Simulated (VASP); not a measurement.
Input of a VASP 6.6.1 run:

The input INCAR:

```
  PREC = Accurate
  ENCUT = 600
  EDIFF = 1E-6
  ISMEAR = -1
  SIGMA = 0.01
  LREAL = False
  LASPH = True
  NELM = 120
  ALGO = Normal
  ISIF = 2
  LWAVE = False
  LCHARG = False
  NBANDS = 24
  GGA_COMPAT = False
```

File KPOINTS:

```
Automatic mesh
0
Gamma
  3 3 3
```

The input POSCAR:

```
HfTaN2
1.0
    1.5863160000      0.9158599696      5.1343890000
   -1.5863160000      0.9158599696      5.1343890000
    0.0000000000     -1.8317199392      5.1343890000
Hf Ta N
1 1 2
Direct
    0.0000000000      0.0000000000      0.0000000000
    0.5000000000      0.5000000000      0.5000000000
    0.2502983333      0.2502983333      0.2502983333
    0.7497016667      0.7497016667      0.7497016667
```

Potentials or basis: VASP PAW LDA potentials, release 64 (Hf_pv, Ta_pv, N).

The run is started by

```console
$ cat potpaw_LDA.64/Hf_pv/POTCAR potpaw_LDA.64/Ta_pv/POTCAR potpaw_LDA.64/N/POTCAR > POTCAR
$ mpirun -np 1 vasp_std > vasp.out
```

(1) What does it give for the pressure?

(2) Estimate the band gap on the k mesh.

(3) What does it give for the largest force?

## Answers

(1) -12.9 GPa.

(2) zero (an odd number of electrons rules out a gap without spin polarisation).

(3) 0.818 eV/Å.

Caveat: the k points lie up to 0.77 Å⁻¹ apart, too coarse for converged energies and pressures of a metal; spin-orbit coupling is left out, which moves the levels of the heavy elements; an odd number of electrons without spin polarisation forces a metal; a magnetic or distorted state may lie lower.
